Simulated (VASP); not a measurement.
Wanted: the native input for a VASP 6.6.1 run.

```yaml
Task: single point
Functional: HSE06
Potentials_or_basis: VASP PAW PBE potentials, release 64 (Ga_d)
Cutoff: 520 eV
k_mesh: 8 × 8 × 8
Occupations: gaussian, width 0.05 eV
Spin: no spin polarisation
Dipole_correction: no
Grid_for_exact_exchange_PRECFOCK: Normal
Further_INCAR_settings: ALGO = Normal; EDIFF = 1e-07; NBANDS = 12
Share_of_exact_exchange: 0.25
Screening_parameter: 0.2079 1/Å
```

Crystal: Ga.

```
CELL_PARAMETERS angstrom
-1.68806 1.68806 1.68806
1.68806 -1.68806 1.68806
1.68806 1.68806 -1.68806
ATOMIC_POSITIONS crystal
Ga 0.00000 0.00000 0.00000
```

This isn't the form of Ga at room conditions, which is orthorhombic.

The input as run:

POSCAR

```
Ga
1.0
   -1.6880551762      1.6880551762      1.6880551762
    1.6880551762     -1.6880551762      1.6880551762
    1.6880551762      1.6880551762     -1.6880551762
Ga
1
Direct
    0.0000000000      0.0000000000      0.0000000000
```

INCAR.step1

```
SYSTEM = Ga
PREC     = Accurate       ! precision mode
ENCUT    = 520            ! plane-wave cutoff, eV
EDIFF    = 1E-5           ! SCF threshold, eV
ISMEAR   = 0              ! smearing method
SIGMA    = 0.05           ! smearing width, eV
LREAL    = .False.        ! projectors in reciprocal space
LASPH    = .True.         ! aspherical terms in the spheres
NELM     = 60             ! most SCF steps
ALGO     = Normal         ! electronic algorithm
ISIF     = 2              ! what is computed and relaxed
LWAVE    = .True.         ! write WAVECAR
NBANDS   = 12             ! bands
GGA      = PE             ! functional
```

INCAR.step2

```
SYSTEM = Ga
PREC     = Accurate       ! precision mode
ENCUT    = 520            ! plane-wave cutoff, eV
EDIFF    = 1E-7           ! SCF threshold, eV
ISMEAR   = 0              ! smearing method
SIGMA    = 0.05           ! smearing width, eV
LREAL    = .False.        ! projectors in reciprocal space
LASPH    = .True.         ! aspherical terms in the spheres
NELM     = 60             ! most SCF steps
ALGO     = Normal         ! electronic algorithm
ISIF     = 2              ! what is computed and relaxed
LWAVE    = .False.        ! write WAVECAR
LCHARG   = .True.         ! write CHGCAR
GGA      = PE             ! functional
LHFCALC  = .True.         ! exact exchange
HFSCREEN = 0.2079         ! screening, 1/A
PRECFOCK = Normal       
LELF     = .True.         ! ELF
LVHAR    = .True.       
NBANDS   = 12             ! bands
ISTART   = 1
```

KPOINTS

```
Automatic mesh
0
Gamma
  8 8 8
  0 0 0
```

Potentials or basis: VASP PAW PBE potentials, release 64 (Ga_d).

Launch:

```bash
$ cat potpaw_PBE.64/Ga_d/POTCAR > POTCAR
$ cp INCAR.step1 INCAR
$ mpirun -np 1 vasp_std > vasp.out
$ cp INCAR.step2 INCAR
$ mpirun -np 1 vasp_std > vasp.out
```

Results of the run:

```
Pressure               : -0.8 GPa
Band gap on the k mesh : zero (an odd number of electrons rules out a gap without spin polarisation)
```

Caveat: the PAW data sets were made with another functional, which shifts forces and pressure a little.

It took 85 min on 1 thread of Oxide Virtual Turin-like Processor (shared host), peak memory 0.22 GiB.
